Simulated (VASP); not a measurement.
# GaN (P6_3mc) in VASP: single point with PBE

Aim: the single point of GaN with PBE.

Program: VASP 6.6.1. These are calculated values, not measurements. Logs are shortened: lines on timing, memory, paths and dates and some standing lists are left out, and cuts for length are marked.

### 1 The cell of the first run

Symmetry: P6_3mc, No. 186, hexagonal system. Conventional cell: a = 3.218 Å, b = 3.218 Å, c = 5.243 Å, α = 90.00°, β = 90.00°, γ = 120.00°. Ga (site symmetry 3m) has 4 N at 1.97 to 1.98 Å within 2.6 Å. Within 2.6 Å of Ga (site symmetry 3m) lie 4 N at 1.97 to 1.98 Å. Within 2.6 Å of N (site symmetry 3m) lie 4 Ga at 1.97 to 1.98 Å. Within 2.6 Å of N (site symmetry 3m) lie 4 Ga at 1.97 to 1.98 Å.

### 2 Single point, PBE

INCAR reads:

```
SYSTEM = GaN
PREC     = Accurate       ! precision mode
ENCUT    = 520            ! plane-wave cutoff, eV
EDIFF    = 1E-6           ! SCF threshold, eV
ISMEAR   = 0              ! smearing method
SIGMA    = 0.01           ! smearing width, eV
LREAL    = Auto         
LASPH    = .True.         ! aspherical terms in the spheres
NELM     = 80             ! most SCF steps
ALGO     = Normal         ! electronic algorithm
ISIF     = 2              ! what is computed and relaxed
LWAVE    = .False.        ! write WAVECAR
LCHARG   = .False.        ! write CHGCAR
GGA      = PE             ! functional
NBANDS   = 186            ! bands
```

KPOINTS reads:

```
Automatic mesh
0
Gamma
  2 2 2
  0.5 0.5 0.5
```

POSCAR reads:

```
GaN
1.0
    0.0000000000      5.5743817476     -5.2431683713
    4.8275562038     -2.7871908738     -5.2431683713
   -4.8275562038     -2.7871908738     -5.2431683713
Ga N
18 18
Direct
    0.9447328251      0.2780661584      0.2780661584
    0.2780661584      0.9447328251      0.2780661584
    0.9447328251      0.6113994917      0.9447328251
    0.6113994917      0.6113994917      0.2780661584
    0.2780661584      0.2780661584      0.9447328251
    0.9447328251      0.9447328251      0.6113994917
    0.6113994917      0.9447328251      0.9447328251
    0.2780661584      0.6113994917      0.6113994917
    0.6113994917      0.2780661584      0.6113994917
    0.8891772695      0.8891772695      0.2225106028
    0.2225106028      0.5558439362      0.2225106028
    0.8891772695      0.2225106028      0.8891772695
    0.5558439362      0.2225106028      0.2225106028
    0.2225106028      0.8891772695      0.8891772695
    0.8891772695      0.5558439362      0.5558439362
    0.5558439362      0.5558439362      0.8891772695
    0.2225106028      0.2225106028      0.5558439362
    0.5558439362      0.8891772695      0.5558439362
    0.8191560638      0.1524893972      0.1524893972
    0.1524893972      0.8191560638      0.1524893972
    0.8191560638      0.4858227305      0.8191560638
    0.4858227305      0.4858227305      0.1524893972
    0.1524893972      0.1524893972      0.8191560638
    0.8191560638      0.8191560638      0.4858227305
    0.4858227305      0.8191560638      0.8191560638
    0.1524893972      0.4858227305      0.4858227305
    0.4858227305      0.1524893972      0.4858227305
    0.0969338416      0.0969338416      0.4302671749
    0.4302671749      0.7636005083      0.4302671749
    0.0969338416      0.4302671749      0.0969338416
    0.7636005083      0.4302671749      0.4302671749
    0.4302671749      0.0969338416      0.0969338416
    0.0969338416      0.7636005083      0.7636005083
    0.7636005083      0.7636005083      0.0969338416
    0.4302671749      0.4302671749      0.7636005083
    0.7636005083      0.0969338416      0.7636005083
```

Potentials or basis: VASP PAW PBE potentials, release 64 (Ga_d, N).

Run with:

```sh
$ cat potpaw_PBE.64/Ga_d/POTCAR potpaw_PBE.64/N/POTCAR > POTCAR
$ mpirun -np 1 vasp_std > vasp.out
```

OUTCAR:

```text
SYSTEM = GaN
   PREC = Accurate
   ENCUT = 520
   EDIFF = 1E-6
   ISMEAR = 0
   LREAL = Auto
   LASPH = .True.
   NELM = 80
   ISIF = 2
   GGA = PE

 ion  position               nearest neighbor table
   1  0.945  0.278  0.278-  28 1.97  30 1.97  31 1.97  19 1.98
   2  0.278  0.945  0.278-  29 1.97  32 1.97  28 1.97  20 1.98
   3  0.945  0.611  0.945-  30 1.97  33 1.97  34 1.97  21 1.98
   4  0.611  0.611  0.278-  31 1.97  29 1.97  34 1.97  22 1.98
   5  0.278  0.278  0.945-  35 1.97  32 1.97  30 1.97  23 1.98
   6  0.945  0.945  0.611-  28 1.97  33 1.97  36 1.97  24 1.98
[... 28 lines left out ...]
  35  0.430  0.430  0.764-   5 1.97   8 1.97   9 1.97  16 1.98
  36  0.764  0.097  0.764-   7 1.97   6 1.97   9 1.97  12 1.98

  LATTYP: Found a trigonal (rhomboedric) cell.
 ALAT       =     7.6527476398
 COS(alpha) =     0.2041157896

  Lattice vectors:

 A1 = (   0.0000000000,   5.5743817476,  -5.2431683713)
 A2 = (   4.8275562038,  -2.7871908738,  -5.2431683713)
 A3 = (  -4.8275562038,  -2.7871908738,  -5.2431683713)

Analysis of symmetry for initial positions (statically):
=====================================================================
 Subroutine PRICEL returns following result:

  LATTYP: Found a hexagonal cell.
 ALAT       =     3.2183708022
 C/A-ratio  =     1.6291374407

  Lattice vectors:

 A1 = (  -1.6091854011,  -2.7871908735,  -0.0000000000)
 A2 = (  -1.6091854016,   2.7871908738,   0.0000000005)
 A3 = (   0.0000000000,  -0.0000000006,  -5.2431683718)

   9 primitive cells build up your supercell.

 Routine SETGRP: Setting up the symmetry group for a
 trigonal (rhombohedral) supercell.

 Subroutine GETGRP returns: Found  6 space group operations
 (whereof  6 operations were pure point group operations)
 out of a pool of 12 trial point group operations.

The static configuration has the point symmetry C_3v.

Analysis of symmetry for dynamics (positions and initial velocities):
=====================================================================
 Subroutine PRICEL returns following result:

  LATTYP: Found a hexagonal cell.
 ALAT       =     3.2183708022
 C/A-ratio  =     1.6291374407

  Lattice vectors:

 A1 = (  -1.6091854011,  -2.7871908735,  -0.0000000000)
 A2 = (  -1.6091854016,   2.7871908738,   0.0000000005)
 A3 = (   0.0000000000,  -0.0000000006,  -5.2431683718)

   9 primitive cells build up your supercell.

 Routine SETGRP: Setting up the symmetry group for a
 trigonal (rhombohedral) supercell.

 Subroutine GETGRP returns: Found  6 space group operations
 (whereof  6 operations were pure point group operations)
 out of a pool of 12 trial point group operations.

The dynamic configuration has the point symmetry C_3v.

 Subroutine INISYM returns: Found  6 space group operations
 (whereof  6 operations are pure point group operations),
 and found     9 'primitive' translations

----------------------------------------------------------------------------------------

                                     Primitive cell

  volume of cell :      47.0323

  direct lattice vectors                    reciprocal lattice vectors
    -1.609185401 -2.787190874 -0.000000000    -0.310716217 -0.179392091  0.000000000
    -1.609185402  2.787190874  0.000000001    -0.310716217  0.179392091 -0.000000000
     0.000000000 -0.000000001 -5.243168372    -0.000000000  0.000000000 -0.190724373

  length of vectors
     3.218370802  3.218370803  5.243168372     0.358784183  0.358784183  0.190724373

  position of ions in fractional coordinates (direct lattice)
     0.333333333  0.666666667  0.500865142
     0.666666667  0.333333333  0.000865142
     0.333333333  0.666666667  0.124134858
     0.666666666  0.333333334  0.624134858

  ion indices of the primitive-cell ions
   primitive index   ion index
                 1           1
                 2          11
                 3          19
                 4          31

----------------------------------------------------------------------------------------

 KPOINTS: Automatic mesh

Automatic generation of k-mesh.
 Grid dimensions read from file:
 generate k-points for:    2    2    2

 Generating k-lattice:

  Cartesian coordinates                     Fractional coordinates (reciprocal lattice)
     0.000000000  0.059797364 -0.031787395     0.500000000  0.000000000  0.000000000
     0.051786036 -0.029898682 -0.031787395     0.000000000  0.500000000  0.000000000
    -0.051786036 -0.029898682 -0.031787395     0.000000000  0.000000000  0.500000000

  Length of vectors
     0.067721217  0.067721217  0.067721217

  Shift w.r.t. Gamma in fractional coordinates (k-lattice)
     0.500000000  0.500000000  0.500000000

 Subroutine IBZKPT returns following result:
 ===========================================

 Found      2 irreducible k-points:

 Following reciprocal coordinates:
            Coordinates               Weight
  0.250000  0.250000  0.250000      2.000000
 -0.250000  0.250000  0.250000      6.000000
   k-points           NKPTS =      2   k-points in BZ     NKDIM =      2   number of bands    NBANDS=    186
   number of dos      NEDOS =    301   number of ions     NIONS =     36
   total plane-waves  NPLWV = 216000
   dimension x,y,z NGX =    60 NGY =   60 NGZ =   60
   dimension x,y,z NGXF=   120 NGYF=  120 NGZF=  120
   ions per type =              18  18
   NGX,Y,Z   is equivalent  to a cutoff of  13.03, 13.03, 13.03 a.u.
   NGXF,Y,Z  is equivalent  to a cutoff of  26.07, 26.07, 26.07 a.u.
 SYSTEM =  GaN
   PREC   = accura    normal or accurate (medium, high low for compatibility)
   ISTART =      0    job   : 0-new  1-cont  2-samecut
   ICHARG =      2    charge: 1-file 2-atom 10-const
   ISPIN  =      1    spin polarized calculation?
   LNONCOLLINEAR =      F non collinear calculations
   LSORBIT =      F    spin-orbit coupling
   LASPH  =      T    aspherical Exc in radial PAW
   ENCUT  =  520.0 eV  38.22 Ry    6.18 a.u.  14.23 14.23 14.23*2*pi/ulx,y,z
   NELM   =     80;   NELMIN=  2; NELMDL= -5     # of ELM steps
   EDIFF  = 0.1E-05   stopping-criterion for ELM
   LREAL  =      T    real-space projection
   EDIFFG = 0.1E-04   stopping-criterion for IOM
   NSW    =      0    number of steps for IOM
   IBRION =     -1    ionic relax: 0-MD 1-quasi-New 2-CG
   NFREE  =      0    steps in history (QN), initial steepest desc. (CG)
   ISIF   =      2    stress and relaxation
   ISYM   =      2    0-nonsym 1-usesym 2-fastsym
   POTIM  = 0.5000    time-step for ionic-motion
   TEBEG  =    0.0;   TEEND  =   0.0 temperature during run
   PSTRESS=    0.0 pullay stress
   NELECT =     324.0000    total number of electrons
   NUPDOWN=      -1.0000    fix difference up-down
   EMIN   =  10.00;   EMAX   =-10.00  energy-range for DOS
   EFERMI =   0.00;   METHOD = LEGACY
   ISMEAR =     0;   SIGMA  =   0.01  broadening in eV -4-tet -1-fermi 0-gaus
   EFERMI_NEDOS =   21; number of points for ismear=-14 and -15
   IALGO  =     38    algorithm
   IMIX   =      4    mixing-type and parameters
     AMIX     =   0.40;   BMIX     =  1.00
     AMIX_MAG =   1.60;   BMIX_MAG =  1.00
  volume/ion in A,a.u.               =      11.76        79.35
  Fermi-wavevector in a.u.,A,eV,Ry     =   1.497534  2.829930 30.512551  2.242609
  Thomas-Fermi vector in A             =   2.609410
   LORBIT       =      0    0 simple, 1 ext, 2 COOP (PROOUT), +10 PAW based schemes
   GGA     = PE    functional components
   LHFCALC =     F    Hartree Fock is set to
   AEXX    =    0.0000 exact exchange contribution
   IVDW    =     0    specifies the selected vdW correction
   LEPSILON=     F    determine dielectric tensor
   LRPA    =     F    only Hartree local field effects (RPA)
 non-spin polarized calculation
 Gauss-broadening in eV      SIGMA  =   0.01
  energy-cutoff  :      520.00
  volume of cell :      423.29
 maximum number of plane-waves:     11401
 NGX is ok and might be reduce to    60
   NGX = 29   NGY = 29   NGZ = 29

 number of electron     324.0000136 magnetization

 Free energy of the ion-electron system (eV)
  ---------------------------------------------------
  ext. energy  EPLUGINS =         0.00000000
  ---------------------------------------------------
  free energy    TOTEN  =      -218.94662090 eV

  energy without entropy =     -218.94662090  energy(sigma->0) =     -218.94662090

 E-fermi :   4.9450     XC(G=0): -11.5148

 val. band max:        4.8586538211   @ k =   0.2500   0.2500   0.2500
 cond. band min:       7.9480482752   @ k =   0.2500   0.2500   0.2500
 fundamental gap:      3.0893944542
 Fermi energy:         4.9449950096

 k-point     1 :       0.2500    0.2500    0.2500
  band No.  band energies     occupation
      1     -10.5609      2.00000
      2     -10.0559      2.00000
      3     -10.0559      2.00000
      4     -10.0559      2.00000
      5      -9.9645      2.00000
      6      -9.8951      2.00000
[... 166 lines left out ...]
    173      10.1305      0.00000
    174      10.6022      0.00000

 k-point     2 :      -0.2500    0.2500    0.2500
  band No.  band energies     occupation
      1     -10.4706      2.00000
      2     -10.1575      2.00000
      3     -10.0654      2.00000
      4     -10.0654      2.00000
      5      -9.9877      2.00000
      6      -9.8926      2.00000
[... 166 lines left out ...]
    173      10.6353      0.00000
    174      10.6353      0.00000
 [bands above 174 left out]

------------------------ aborting loop because EDIFF is reached ----------------------------------------

  FORCE on cell =-STRESS in cart. coord.  units (eV):
  Direction    XX          YY          ZZ          XY          YZ          ZX
  --------------------------------------------------------------------------------------
  -------------------------------------------------------------------------------------
  Total        0.3271658      0.3271658      0.2621795      0.0000000     -0.0000000      0.0000000
  in kB        1.2383385      1.2383385      0.9923620      0.0000000     -0.0000000      0.0000000
  external PRESSURE =       1.1563463 kB  Pullay stress =       0.0000000 kB

 VOLUME and BASIS-vectors are now :
 -----------------------------------------------------------------------------
  energy-cutoff  :      520.00
  volume of cell :      423.29
      direct lattice vectors                 reciprocal lattice vectors
     0.000000000  5.574381748 -5.243168371     0.000000000  0.119594728 -0.063574791
     4.827556204 -2.787190874 -5.243168371     0.103572072 -0.059797364 -0.063574791
    -4.827556204 -2.787190874 -5.243168371    -0.103572072 -0.059797364 -0.063574791

 POSITION                                       TOTAL-FORCE (eV/Angst)
 -----------------------------------------------------------------------------------
      0.00000      3.71625     -7.86929         0.000000      0.000000      0.000720
      3.21837     -1.85813     -7.86929         0.000000     -0.000000      0.000720
     -1.60919      0.92906    -13.11246         0.000000     -0.000000      0.000720
      1.60919      0.92906     -7.86929         0.000000      0.000000      0.000720
     -3.21837     -1.85813     -7.86929         0.000000      0.000000      0.000720
      1.60919      0.92906    -13.11246         0.000000     -0.000000      0.000720
[... 28 lines left out ...]
     -1.60919     -0.92906     -8.51561         0.000000     -0.000000     -0.001890
     -3.21837      1.85813     -8.51561         0.000000      0.000000     -0.001890
 -----------------------------------------------------------------------------------
    total drift:                               -0.000004     -0.000002     -0.000626

  FREE ENERGIE OF THE ION-ELECTRON SYSTEM (eV)
  ---------------------------------------------------
  free  energy   TOTEN  =      -218.9466208972 eV

  energy  without entropy=     -218.9466208972  energy(sigma->0) =     -218.94662090
```

It took 11 min on 1 thread of Intel Xeon 8259CL, shared host; peak memory 0.53 GiB.

Results:

```yaml
Free_energy: -218.9466 eV
Pressure: 0.1 GPa
Band_gap_on_the_k_mesh: 3.09 eV
```

Levels at points of the mesh, in eV from the valence-band top:
| k point | band 158 | band 159 | band 160 | band 161 | band 162 | band 163 | band 164 | band 165 | band 166 | band 167 |
| --- | --- | --- | --- | --- | --- | --- | --- | --- | --- | --- |
| (0.25, 0.25, 0.25) | -0.60 | -0.60 | -0.60 | 0.00 | 0.00 | 3.09 | 4.32 | 4.62 | 4.62 | 4.62 |

Caveat: a shifted mesh leaves out Γ, where band edges can lie. A k mesh can miss the band edges.
